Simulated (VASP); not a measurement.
# Sn (Fd-3m) in VASP: notebook, part 2 of 2

VASP 6.6.1. The steps go on from the part before.

### 4 Single point, PBEsol

File INCAR:

```
SYSTEM = Sn
PREC     = Accurate       ! precision mode
ENCUT    = 520            ! plane-wave cutoff, eV
EDIFF    = 1E-6           ! SCF threshold, eV
ISMEAR   = -1             ! smearing method
SIGMA    = 0.05           ! smearing width, eV
LREAL    = .FALSE.        ! projectors in reciprocal space
LASPH    = .TRUE.         ! aspherical terms in the spheres
NELM     = 60             ! most SCF steps
ALGO     = Normal         ! electronic algorithm
ISIF     = 2              ! what is computed and relaxed
LWAVE    = .FALSE.        ! write WAVECAR
LCHARG   = .FALSE.        ! write CHGCAR
GGA      = PS             ! functional
NBANDS   = 21             ! bands
```

File KPOINTS:

```
Automatic mesh
0
G
  9 9 9
  0 0 0
```

File POSCAR:

```
Sn
1.0
    0.0000000000      3.2708281669      3.2708281669
    3.2708281669      0.0000000000      3.2708281669
    3.2708281669      3.2708281669      0.0000000000
Sn
2
Direct
    0.0000000000      0.0000000000      0.0000000000
    0.2500000000      0.2500000000      0.2500000000
```

Potentials or basis: VASP PAW PBE potentials, release 64 (Sn_d).

Run with:

```
$ cat potpaw_PBE.64/Sn_d/POTCAR > POTCAR
$ mpirun -np 1 vasp_std > vasp.out
```

OUTCAR:

```text
SYSTEM = Sn
   PREC = Accurate
   ENCUT = 520
   EDIFF = 1E-6
   ISMEAR = -1
   LREAL = .FALSE.
   LASPH = .TRUE.
   NELM = 60
   ISIF = 2
   GGA = PS

 ion  position               nearest neighbor table
   1  0.000  0.000  0.000-   2 2.83   2 2.83   2 2.83   2 2.83
   2  0.250  0.250  0.250-   1 2.83   1 2.83   1 2.83   1 2.83

  LATTYP: Found a face centered cubic cell.
 ALAT       =     6.5416563338

  Lattice vectors:

 A1 = (   0.0000000000,   3.2708281669,   3.2708281669)
 A2 = (   3.2708281669,   0.0000000000,   3.2708281669)
 A3 = (   3.2708281669,   3.2708281669,   0.0000000000)

Analysis of symmetry for initial positions (statically):
=====================================================================
 Subroutine PRICEL returns:
 Original cell was already a primitive cell.

 Routine SETGRP: Setting up the symmetry group for a
 face centered cubic supercell.

 Subroutine GETGRP returns: Found 48 space group operations
 (whereof 24 operations were pure point group operations)
[... 160 lines left out ...]
  ---------------------------------------------------
  free energy    TOTEN  =        -8.46187947 eV

  energy without entropy =       -8.45925355  energy(sigma->0) =       -8.46056651

 E-fermi :   5.1783     XC(G=0):  -8.9613

 val. band max:        5.1499948908   @ k =   0.4444   0.0000   0.0000
 cond. band min:       5.3028737817   @ k =   0.3333   0.0000   0.0000
 fundamental gap:      0.1528788909
 Fermi energy:         5.1783050421

 k-point     1 :       0.0000    0.0000    0.0000
  band No.  band energies     occupation
      1     -16.3146      2.00000
      2     -16.3146      2.00000
      3     -16.3146      2.00000
      4     -16.2574      2.00000
      5     -16.2574      2.00000
      6     -15.9649      2.00000
[... 565 lines left out ...]
     20      14.8802      0.00000
     21      15.3484      0.00000

 [... further k-points ...]

------------------------ aborting loop because EDIFF is reached ----------------------------------------

  FORCE on cell =-STRESS in cart. coord.  units (eV):
  Direction    XX          YY          ZZ          XY          YZ          ZX
  --------------------------------------------------------------------------------------
  -------------------------------------------------------------------------------------
  Total       -0.0360771     -0.0360771     -0.0360771      0.0000000     -0.0000000      0.0000000
  in kB       -0.8259213     -0.8259213     -0.8259213      0.0000000     -0.0000000      0.0000000
  external PRESSURE =      -0.8259213 kB  Pullay stress =       0.0000000 kB

 VOLUME and BASIS-vectors are now :
 -----------------------------------------------------------------------------
  energy-cutoff  :      520.00
  volume of cell :       69.98
      direct lattice vectors                 reciprocal lattice vectors
     0.000000000  3.270828167  3.270828167    -0.152866483  0.152866483  0.152866483
     3.270828167  0.000000000  3.270828167     0.152866483 -0.152866483  0.152866483
     3.270828167  3.270828167  0.000000000     0.152866483  0.152866483 -0.152866483

 POSITION                                       TOTAL-FORCE (eV/Angst)
 -----------------------------------------------------------------------------------
      0.00000      0.00000      0.00000         0.000000      0.000000      0.000000
      1.63541      1.63541      1.63541        -0.000000     -0.000000     -0.000000
 -----------------------------------------------------------------------------------
    total drift:                                0.000000      0.000000      0.000000

  FREE ENERGIE OF THE ION-ELECTRON SYSTEM (eV)
  ---------------------------------------------------
  free  energy   TOTEN  =        -8.4618794697 eV

  energy  without entropy=       -8.4592535503  energy(sigma->0) =       -8.46056651
```

OSZICAR:

```text
N       E                     dE             d eps       ncg     rms          rms(c)
DAV:   1     0.227096559610E+03    0.22710E+03   -0.14337E+04  1498   0.189E+03
DAV:   2     0.164288922124E+02   -0.21067E+03   -0.20645E+03  1485   0.445E+02
DAV:   3    -0.770847110677E+01   -0.24137E+02   -0.24009E+02  1700   0.140E+02
DAV:   4    -0.852700941852E+01   -0.81854E+00   -0.81819E+00  1670   0.288E+01
DAV:   5    -0.856055579335E+01   -0.33546E-01   -0.33546E-01  2156   0.543E+00    0.317E+00
DAV:   6    -0.849306191982E+01    0.67494E-01   -0.41551E-02  2005   0.269E+00    0.179E+00
DAV:   7    -0.846067387401E+01    0.32388E-01   -0.50597E-02  1778   0.246E+00    0.163E-01
DAV:   8    -0.846159176262E+01   -0.91789E-03   -0.67889E-03  1605   0.946E-01    0.546E-02
DAV:   9    -0.846187276452E+01   -0.28100E-03   -0.37470E-04  1758   0.133E-01    0.987E-03
DAV:  10    -0.846187771799E+01   -0.49535E-05   -0.16317E-05  1881   0.363E-02    0.543E-03
DAV:  11    -0.846187952604E+01   -0.18080E-05   -0.33287E-06  1365   0.937E-03    0.618E-04
DAV:  12    -0.846187946969E+01    0.56353E-07   -0.11293E-07  1015   0.400E-03
   1 F= -.84618795E+01 E0= -.84605665E+01  d E =-.262592E-02
```

It took 38 s on 1 thread of Intel Xeon Platinum 8488C (Sapphire Rapids), shared host; peak memory 0.21 GiB.

What came out:

```yaml
Free_energy: -8.4619 eV
Pressure: -0.1 GPa
Band_gap_on_the_k_mesh: zero (band 14 reaches 5.32 eV, above the bottom of band 15 at 5.15 eV)
```

Levels at points of the mesh, in eV from the Fermi level:
| k point | band 11 | band 12 | band 13 | band 14 | band 15 | band 16 | band 17 | band 18 |
| --- | --- | --- | --- | --- | --- | --- | --- | --- |
| (0.00, 0.00, 0.00) | -10.41 | -0.80 | 0.15 | 0.15 | 0.15 | 2.21 | 2.21 | 2.21 |

Caveat: the PAW data sets were made with another functional, which shifts forces and pressure a little; spin-orbit coupling is left out, which moves the levels of the heavy elements.
